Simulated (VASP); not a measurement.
## CFH3: single point with PBE+D3(BJ)

The system is CFH3, in a box.

```
C F H
1.0
     6.31875    0.00000    0.00000
     0.00000    6.31875    0.00000
     0.00000    0.00000   24.42336
C F H
1 1 3
Direct
  0.19010 0.98595 0.64658
  0.99494 0.01137 0.61719
  0.24903 0.82631 0.63756
  0.29932 0.10795 0.63123
  0.15093 0.00812 0.68987
```

```yaml
Program: VASP 6.6.1
Task: single point
Functional: PBE
Dispersion: D3(BJ)
Potentials_or_basis: VASP PAW PBE potentials, release 64 (C, F, H)
Cutoff: 520 eV
k_mesh: 3 × 3 × 1
Occupations: gaussian, width 0.1 eV
Spin: no spin polarisation
```

```
Largest force                   : 0.987 eV/Å
Gap between the frontier levels : 6.94 eV, direct
Dispersion energy per atom      : -0.008 eV
```

Forces on the atoms (eV/Å):
```
C   -0.735  0.201 -0.627
F    0.449 -0.078  0.239
H    0.062  0.040  0.123
H    0.014 -0.115  0.153
H    0.210 -0.048  0.113
```

Levels at points of the mesh, in eV from the valence-band top:
```csv
k point,band 4,band 5,band 6,band 7,band 8,band 9,band 10,band 11
"(0.00, 0.00, 0.00)",-3.51,-3.42,-0.04,0.00,6.94,7.67,7.95,8.52
```

It used 650 s of CPU time on 1 thread of AMD EPYC 7R13 Processor (Zen 3), with other jobs on the host.
